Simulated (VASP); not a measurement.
# CoO (Fm-3m) in VASP: further runs, part 2 of 2

VASP 6.6.1. The steps go on from the part before.

## (3) Electric field gradients, PBE, collinear spin, ferromagnetic start (9.30 Å³/atom)

File INCAR:

```
SYSTEM = CoO
PREC = Accurate
ENCUT = 520
EDIFF = 1E-8
ISMEAR = -1
SIGMA = 0.05
LREAL = .FALSE.
LASPH = .TRUE.
NELM = 150
ALGO = Normal
ISIF = 2
LWAVE = .FALSE.
LCHARG = .FALSE.
ISPIN = 2
MAGMOM = 2 0
LORBIT = 11
LMAXMIX = 4
GGA = PE
LEFG = .TRUE.
NBANDS = 18
```

File KPOINTS:

```
regular mesh
0
G
  16 16 16
  0 0 0
```

File POSCAR:

```
CoO
1.0
    0.0000000000      2.1026924146      2.1026924146
    2.1026924146      0.0000000000      2.1026924146
    2.1026924146      2.1026924146      0.0000000000
Co O
1 1
Direct
    0.0000000000      0.0000000000      0.0000000000
    0.5000000000      0.5000000000      0.5000000000
```

Potentials or basis: VASP PAW PBE potentials, release 64 (Co, O).

Run with:

```bash
> cat potpaw_PBE.64/Co/POTCAR potpaw_PBE.64/O/POTCAR > POTCAR
> mpirun -np 1 vasp_std > vasp.out
```

OUTCAR:

```text
SYSTEM = CoO
   PREC = Accurate
   ENCUT = 520
   EDIFF = 1E-8
   ISMEAR = -1
   LREAL = .FALSE.
   LASPH = .TRUE.
   NELM = 150
   ISIF = 2
   ISPIN = 2
   LORBIT = 11
   GGA = PE

 ion  position               nearest neighbor table
   1  0.000  0.000  0.000-   2 2.10   2 2.10   2 2.10   2 2.10   2 2.10   2 2.10
   2  0.500  0.500  0.500-   1 2.10   1 2.10   1 2.10   1 2.10   1 2.10   1 2.10

  LATTYP: Found a face centered cubic cell.
 ALAT       =     4.2053848292

  Lattice vectors:

 A1 = (   0.0000000000,   2.1026924146,   2.1026924146)
 A2 = (   2.1026924146,   0.0000000000,   2.1026924146)
 A3 = (   2.1026924146,   2.1026924146,   0.0000000000)

Analysis of symmetry for initial positions (statically):
=====================================================================
 Subroutine PRICEL returns:
 Original cell was already a primitive cell.

 Routine SETGRP: Setting up the symmetry group for a
 face centered cubic supercell.

 Subroutine GETGRP returns: Found 48 space group operations
 (whereof 48 operations were pure point group operations)
 out of a pool of 48 trial point group operations.

The static configuration has the point symmetry O_h .

Analysis of symmetry for dynamics (positions and initial velocities):
=====================================================================
 Subroutine PRICEL returns:
 Original cell was already a primitive cell.

 Routine SETGRP: Setting up the symmetry group for a
 face centered cubic supercell.

 Subroutine GETGRP returns: Found 48 space group operations
 (whereof 48 operations were pure point group operations)
 out of a pool of 48 trial point group operations.

The dynamic configuration has the point symmetry O_h .

Analysis of structural, dynamic, and magnetic symmetry:
=====================================================================
 Subroutine PRICEL returns:
 Original cell was already a primitive cell.

 Routine SETGRP: Setting up the symmetry group for a
 face centered cubic supercell.

 Subroutine GETGRP returns: Found 48 space group operations
 (whereof 48 operations were pure point group operations)
 out of a pool of 48 trial point group operations.

The overall configuration has the point symmetry O_h .

 Subroutine INISYM returns: Found 48 space group operations
 (whereof 48 operations are pure point group operations),
 and found     1 'primitive' translations

----------------------------------------------------------------------------------------

                                     Primitive cell

  volume of cell :      18.5933

  direct lattice vectors                    reciprocal lattice vectors
     0.000000000  2.102692415  2.102692415    -0.237790367  0.237790367  0.237790367
     2.102692415  0.000000000  2.102692415     0.237790367 -0.237790367  0.237790367
     2.102692415  2.102692415  0.000000000     0.237790367  0.237790367 -0.237790367

  length of vectors
     2.973656130  2.973656130  2.973656130     0.411864996  0.411864996  0.411864996

  position of ions in fractional coordinates (direct lattice)
[... 109 lines left out ...]
   LRPA    =     F    only Hartree local field effects (RPA)
 spin polarized calculation
  energy-cutoff  :      520.00
  volume of cell :       18.59
 maximum number of plane-waves:       531
 NGX is ok and might be reduce to    24
   NGX = 11   NGY = 11   NGZ = 11

 number of electron      14.9999998 magnetization       2.7544210

 Free energy of the ion-electron system (eV)
  ---------------------------------------------------
  ext. energy  EPLUGINS =         0.00000000
  ---------------------------------------------------
  free energy    TOTEN  =       -13.05649562 eV

  energy without entropy =      -13.02062707  energy(sigma->0) =      -13.03856134

 E-fermi :   8.4603     XC(G=0): -12.6313

 val. band max:        8.4536512822   @ k =  -0.2500   0.1875   0.0625
 cond. band min:       8.4627895256   @ k =   0.3125   0.2500   0.0000
 fundamental gap:      0.0091382434
 Fermi energy:         8.4603017707

 spin component 1

 k-point     1 :       0.0000    0.0000    0.0000
  band No.  band energies     occupation
      1     -12.1000      1.00000
      2       5.1642      1.00000
      3       5.1642      1.00000
      4       5.1642      1.00000
      5       5.2442      1.00000
      6       5.2442      1.00000
[... 493 lines left out ...]
     17      32.1754      0.00000
     18      34.8556      0.00000

 [... further k-points ...]

 spin component 2

 k-point     1 :       0.0000    0.0000    0.0000
  band No.  band energies     occupation
      1     -11.6561      1.00000
      2       5.6602      1.00000
      3       5.6602      1.00000
      4       5.6602      1.00000
      5       7.2729      1.00000
      6       7.2730      1.00000
[... 493 lines left out ...]
     17      32.9906      0.00000
     18      35.6836      0.00000

 [... further k-points ...]

------------------------ aborting loop because EDIFF is reached ----------------------------------------

  FORCE on cell =-STRESS in cart. coord.  units (eV):
  Direction    XX          YY          ZZ          XY          YZ          ZX
  --------------------------------------------------------------------------------------
  -------------------------------------------------------------------------------------
  Total        0.4897268      0.4897268      0.4897268      0.0000000      0.0000000     -0.0000000
  in kB       42.1994939     42.1994939     42.1994939      0.0000000      0.0000000     -0.0000000
  external PRESSURE =      42.1994939 kB  Pullay stress =       0.0000000 kB

 VOLUME and BASIS-vectors are now :
 -----------------------------------------------------------------------------
  energy-cutoff  :      520.00
  volume of cell :       18.59
      direct lattice vectors                 reciprocal lattice vectors
     0.000000000  2.102692415  2.102692415    -0.237790367  0.237790367  0.237790367
     2.102692415  0.000000000  2.102692415     0.237790367 -0.237790367  0.237790367
     2.102692415  2.102692415  0.000000000     0.237790367  0.237790367 -0.237790367

 POSITION                                       TOTAL-FORCE (eV/Angst)
 -----------------------------------------------------------------------------------
      0.00000      0.00000      0.00000        -0.000000     -0.000000      0.000000
      2.10269      2.10269      2.10269         0.000000      0.000000     -0.000000
 -----------------------------------------------------------------------------------
    total drift:                                0.000000     -0.000000     -0.000000

  FREE ENERGIE OF THE ION-ELECTRON SYSTEM (eV)
  ---------------------------------------------------
  free  energy   TOTEN  =       -13.0564956167 eV

  energy  without entropy=      -13.0206270669  energy(sigma->0) =      -13.03856134

 Electric field gradients (V/A^2)
---------------------------------------------------------------------
 ion       V_xx      V_yy      V_zz      V_xy      V_xz      V_yz
---------------------------------------------------------------------
   1      -0.000    -0.000     0.000     0.001     0.001     0.001
   2      -0.000    -0.000     0.000    -0.002    -0.002    -0.002
---------------------------------------------------------------------

 Electric field gradients after diagonalization (V/A^2)
 (convention: |V_zz| > |V_xx| > |V_yy|)
----------------------------------------------------------------------
 ion       V_xx      V_yy      V_zz     asymmetry (V_yy - V_xx)/ V_zz
----------------------------------------------------------------------
   1      -0.001    -0.001     0.002       0.000
   2       0.002     0.002    -0.004       0.000
----------------------------------------------------------------------

           NMR quadrupolar parameters

 Cq : quadrupolar parameter    Cq=e*Q*V_zz/h
 eta: asymmetry parameters     (V_yy - V_xx)/ V_zz
 Q  : nuclear electric quadrupole moment in mb (millibarn)
----------------------------------------------------------------------
 ion       Cq(MHz)       eta       Q (mb)
----------------------------------------------------------------------
   1       0.000       0.000       1.000
   2      -0.000       0.000       1.000
----------------------------------------------------------------------

 total charge

# of ion       s       p       d       tot
------------------------------------------
    1        0.304   0.381   7.182   7.867
    2        1.557   3.438   0.000   4.995
--------------------------------------------------
tot          1.861   3.819   7.182  12.862

 magnetization (x)

# of ion       s       p       d       tot
------------------------------------------
    1        0.021   0.019   2.409   2.449
    2        0.029   0.231   0.000   0.260
--------------------------------------------------
tot          0.050   0.249   2.409   2.709
```

OSZICAR:

```text
N       E                     dE             d eps       ncg     rms          rms(c)
DAV:   1     0.771289931547E+02    0.77129E+02   -0.66166E+03 10852   0.968E+02
DAV:   2    -0.106308489161E+02   -0.87760E+02   -0.75933E+02 10974   0.222E+02
DAV:   3    -0.153422791187E+02   -0.47114E+01   -0.45233E+01 12198   0.545E+01
DAV:   4    -0.153896649284E+02   -0.47386E-01   -0.47345E-01 12756   0.523E+00
DAV:   5    -0.153907181620E+02   -0.10532E-02   -0.10531E-02 12884   0.773E-01    0.166E+01
DAV:   6    -0.142136030436E+02    0.11771E+01   -0.15200E+01 13544   0.592E+01    0.189E+01
DAV:   7    -0.131477270554E+02    0.10659E+01   -0.60363E+00 13026   0.452E+01    0.787E+00
DAV:   8    -0.130671292155E+02    0.80598E-01   -0.33861E-01 14874   0.901E+00    0.418E+00
DAV:   9    -0.130641992247E+02    0.29300E-02   -0.14065E-01 15904   0.632E+00    0.215E+00
DAV:  10    -0.130583623784E+02    0.58368E-02   -0.38656E-02 15610   0.365E+00    0.787E-01
DAV:  11    -0.130565242934E+02    0.18381E-02   -0.18494E-02 14720   0.218E+00    0.226E-01
DAV:  12    -0.130564863452E+02    0.37948E-04   -0.18949E-03 14596   0.540E-01    0.581E-02
DAV:  13    -0.130564902244E+02   -0.38792E-05   -0.88582E-05 11782   0.733E-02    0.275E-02
DAV:  14    -0.130564957297E+02   -0.55053E-05   -0.76213E-06 13404   0.586E-02    0.211E-02
DAV:  15    -0.130564956431E+02    0.86575E-07   -0.36818E-06 12198   0.168E-02    0.518E-03
DAV:  16    -0.130564956365E+02    0.66177E-08   -0.45289E-07 12088   0.684E-03    0.148E-03
DAV:  17    -0.130564956180E+02    0.18479E-07   -0.50693E-08 14364   0.333E-03    0.641E-04
DAV:  18    -0.130564956167E+02    0.13088E-08   -0.16468E-08  6956   0.201E-03
   1 F= -.13056496E+02 E0= -.13038561E+02  d E =-.358685E-01  mag=     2.7545
```

stdout:

```text
POSCAR found type information on POSCAR CoO
 POSCAR found :  2 types and       2 ions
 scaLAPACK will be used
 LDA part: xc-table for (Slater+PW92), standard interpolation
 POSCAR, INCAR and KPOINTS ok, starting setup
 FFT: planning ... GRIDC
 FFT: planning ... GRID_SOFT
 FFT: planning ... GRID
 WAVECAR not read
 entering main loop
ion   1

ion   2
```

Run time: 2.6 min. Hardware: 1 thread of Intel Xeon 8259CL, shared host; peak memory 0.21 GiB.

Results:

```yaml
Free_energy: -13.0565 eV
Pressure: 4.2 GPa
Net_moment: 2.75 μB per cell
Site_moments: Co +2.45; O +0.26 μB
Largest_electric_field_gradient_by_atom: under 0.05 V/Å² on every atom
Valence_electrons_inside_the_program's_atomic_spheres: Co 7.87; O 5.00
```

Caveat: the cell stands under pressure; a cell with one magnetic atom can't hold antiferromagnetic order, which such compounds often take; semilocal functionals often make such compounds metallic where correlation or magnetic order opens a gap, which also shifts bond lengths. With open d or f shells a metallic result of PBE can be an artefact of self-interaction; +U or a hybrid may open a gap.

## (4) Electric field gradients, PBE, collinear spin, ferromagnetic start (9.49 Å³/atom)

This run uses another cell than the first one, of 9.49 Å³/atom.

File INCAR:

```
SYSTEM = CoO
  ALGO = Normal
  EDIFF = 1E-8
  ENCUT = 520
  GGA = PE
  ISIF = 2
  ISMEAR = -1
  ISPIN = 2
  LASPH = .TRUE.
  LCHARG = .FALSE.
  LEFG = .TRUE.
  LMAXMIX = 4
  LORBIT = 11
  LREAL = .FALSE.
  LWAVE = .FALSE.
  MAGMOM = 2 0
  NBANDS = 18
  NELM = 150
  PREC = Accurate
  SIGMA = 0.05
```

File KPOINTS:

```
k-points
0
G
  16 16 16
  0 0 0
```

File POSCAR:

```
CoO
1.0
    0.0000000000      2.1171941998      2.1171941998
    2.1171941998      0.0000000000      2.1171941998
    2.1171941998      2.1171941998      0.0000000000
Co O
1 1
Direct
    0.0000000000      0.0000000000      0.0000000000
    0.5000000000      0.5000000000      0.5000000000
```

Potentials or basis: VASP PAW PBE potentials, release 64 (Co, O).

Run with:

```bash
> cat potpaw_PBE.64/Co/POTCAR potpaw_PBE.64/O/POTCAR > POTCAR
> mpirun -np 1 vasp_std > vasp.out
```

OUTCAR:

```text
SYSTEM = CoO
   EDIFF = 1E-8
   ENCUT = 520
   GGA = PE
   ISIF = 2
   ISMEAR = -1
   ISPIN = 2
   LASPH = .TRUE.
   LORBIT = 11
   LREAL = .FALSE.
   NELM = 150
   PREC = Accurate

 ion  position               nearest neighbor table
   1  0.000  0.000  0.000-   2 2.12   2 2.12   2 2.12   2 2.12   2 2.12   2 2.12
   2  0.500  0.500  0.500-   1 2.12   1 2.12   1 2.12   1 2.12   1 2.12   1 2.12

  LATTYP: Found a face centered cubic cell.
 ALAT       =     4.2343883996

  Lattice vectors:

 A1 = (   0.0000000000,   2.1171941998,   2.1171941998)
 A2 = (   2.1171941998,   0.0000000000,   2.1171941998)
 A3 = (   2.1171941998,   2.1171941998,   0.0000000000)

Analysis of symmetry for initial positions (statically):
=====================================================================
 Subroutine PRICEL returns:
 Original cell was already a primitive cell.

 Routine SETGRP: Setting up the symmetry group for a
 face centered cubic supercell.

 Subroutine GETGRP returns: Found 48 space group operations
 (whereof 48 operations were pure point group operations)
 out of a pool of 48 trial point group operations.

The static configuration has the point symmetry O_h .

Analysis of symmetry for dynamics (positions and initial velocities):
=====================================================================
 Subroutine PRICEL returns:
 Original cell was already a primitive cell.

 Routine SETGRP: Setting up the symmetry group for a
 face centered cubic supercell.

 Subroutine GETGRP returns: Found 48 space group operations
 (whereof 48 operations were pure point group operations)
[... 1192 lines left out ...]
  -------------------------------------------------------------------------------------
  Total        0.1033078      0.1033078      0.1033078      0.0000000     -0.0000000      0.0000000
  in kB        8.7203073      8.7203073      8.7203073      0.0000000     -0.0000000      0.0000000
  external PRESSURE =       8.7203073 kB  Pullay stress =       0.0000000 kB

 VOLUME and BASIS-vectors are now :
 -----------------------------------------------------------------------------
  energy-cutoff  :      520.00
  volume of cell :       18.98
      direct lattice vectors                 reciprocal lattice vectors
     0.000000000  2.117194200  2.117194200    -0.236161614  0.236161614  0.236161614
     2.117194200  0.000000000  2.117194200     0.236161614 -0.236161614  0.236161614
     2.117194200  2.117194200  0.000000000     0.236161614  0.236161614 -0.236161614

 POSITION                                       TOTAL-FORCE (eV/Angst)
 -----------------------------------------------------------------------------------
      0.00000      0.00000      0.00000         0.000000      0.000000      0.000000
      2.11719      2.11719      2.11719         0.000000      0.000000      0.000000
 -----------------------------------------------------------------------------------
    total drift:                                0.000000     -0.000000     -0.000000

  FREE ENERGIE OF THE ION-ELECTRON SYSTEM (eV)
  ---------------------------------------------------
  free  energy   TOTEN  =       -13.0631318350 eV

  energy  without entropy=      -13.0274181927  energy(sigma->0) =      -13.04527501

 Electric field gradients (V/A^2)
---------------------------------------------------------------------
 ion       V_xx      V_yy      V_zz      V_xy      V_xz      V_yz
---------------------------------------------------------------------
   1       0.000     0.000    -0.000     0.001     0.001     0.001
   2      -0.000    -0.000    -0.000    -0.002    -0.002    -0.002
---------------------------------------------------------------------

 Electric field gradients after diagonalization (V/A^2)
 (convention: |V_zz| > |V_xx| > |V_yy|)
----------------------------------------------------------------------
 ion       V_xx      V_yy      V_zz     asymmetry (V_yy - V_xx)/ V_zz
----------------------------------------------------------------------
   1      -0.001    -0.001     0.003       0.000
   2       0.002     0.002    -0.004       0.000
----------------------------------------------------------------------

           NMR quadrupolar parameters

 Cq : quadrupolar parameter    Cq=e*Q*V_zz/h
 eta: asymmetry parameters     (V_yy - V_xx)/ V_zz
 Q  : nuclear electric quadrupole moment in mb (millibarn)
----------------------------------------------------------------------
 ion       Cq(MHz)       eta       Q (mb)
----------------------------------------------------------------------
   1       0.000       0.000       1.000
   2      -0.000       0.000       1.000
----------------------------------------------------------------------

 total charge

# of ion       s       p       d       tot
------------------------------------------
    1        0.298   0.368   7.160   7.826
    2        1.556   3.430   0.000   4.987
--------------------------------------------------
tot          1.855   3.798   7.160  12.813

 magnetization (x)

# of ion       s       p       d       tot
------------------------------------------
    1        0.021   0.018   2.474   2.513
    2        0.029   0.253   0.000   0.282
--------------------------------------------------
tot          0.050   0.271   2.474   2.795
```

stdout:

```text
POSCAR found type information on POSCAR CoO
 POSCAR found :  2 types and       2 ions
 scaLAPACK will be used
 LDA part: xc-table for (Slater+PW92), standard interpolation
 POSCAR, INCAR and KPOINTS ok, starting setup
 FFT: planning ... GRIDC
 FFT: planning ... GRID_SOFT
 FFT: planning ... GRID
 WAVECAR not read
 entering main loop
ion   1

ion   2
```

Wall time 2.7 min (1 thread of Intel Xeon 8259CL, shared host); peak memory 0.21 GiB.

Results:

| Property | Result |
| --- | --- |
| Free energy | -13.0631 eV |
| Pressure | 0.9 GPa |
| Net moment | 2.84 μB per cell |
| Site moments | Co +2.51; O +0.28 μB |
| Largest electric field gradient by atom | under 0.05 V/Å² on every atom |
| Valence electrons inside the program's atomic spheres | Co 7.83; O 4.99 |

Caveat: a cell with one magnetic atom can't hold antiferromagnetic order, which such compounds often take; semilocal functionals often make such compounds metallic where correlation or magnetic order opens a gap, which also shifts bond lengths. With open d or f shells a metallic result of PBE can be an artefact of self-interaction; +U or a hybrid may open a gap.
